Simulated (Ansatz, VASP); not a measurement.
Zr3Ag in VASP and in Ansatz

The input INCAR:

```
PREC = Accurate
ENCUT = 520
EDIFF = 1E-7
ISMEAR = -1
SIGMA = 0.05
LREAL = F
LASPH = T
NELM = 80
ALGO = Normal
ISIF = 2
LWAVE = F
LCHARG = F
NBANDS = 32
```

Contents of KPOINTS:

```
regular mesh
0
Gamma
  8 8 9
```

The input POSCAR:

```
Zr3Ag
1.0
    4.2912065573      0.0000000000      0.0000000000
    0.0000000000      4.2912065573      0.0000000000
    0.0000000000      0.0000000000      4.3131323219
Zr Ag
3 1
Direct
    0.5000000000      0.5000000000      0.0000000000
    0.0000000000      0.5000000000      0.5000000000
    0.5000000000      0.0000000000      0.5000000000
    0.0000000000      0.0000000000      0.0000000000
```

Input for Ansatz:

```yaml
crystal:
  lattice:
    - [4.2912065573, 0.0, 0.0]
    - [0.0, 4.2912065573, 0.0]
    - [0.0, 0.0, 4.3131323219]
  atoms:
    - { symbol: Zr, position: [0.5, 0.5, 0.0] }
    - { symbol: Zr, position: [0.0, 0.5, 0.5] }
    - { symbol: Zr, position: [0.5, 0.0, 0.5] }
    - { symbol: Ag, position: [0.0, 0.0, 0.0] }
kpoints:
  mp_grid: { grid: [8, 8, 9] }
scf:
  occupations: { method: fermi_dirac, width: 0.05 }
hamiltonian:
  xc: lda
  pseudopotentials: { kind: paw }
output:
  forces: true
  stress: true
  eigenvalues: true
  populations: true
  write_density: true
  write_potential: true
  elf: true
  volumetric_format: npy
```

Alike in both runs: task single point; functional LDA; k mesh 8 × 8 × 9; occupations fermi-dirac, width 0.05 eV; no spin polarisation.

|  | VASP | Ansatz |
| --- | --- | --- |
| version | VASP 6.6.1 | Ansatz 0.2.0 |
| potentials or method | VASP PAW LDA potentials, release 64 (Zr_sv, Ag) | PAW with Ansatz's default frozen-core files, scalar-relativistic |
| plane-wave cutoff (eV) | 520 | 420 |
| valence electrons in the cell | 47 | 55 |

```csv
,VASP,Ansatz,Ansatz less VASP
pressure (GPa),0.2,0.0,-0.16
```

LDA's correlation is that of Perdew and Zunger in VASP and of Perdew and Wang (1992) in Ansatz. VASP's potentials hold 47 valence electrons a cell and Ansatz's 55, so a difference there can come from the potentials and not from the codes.
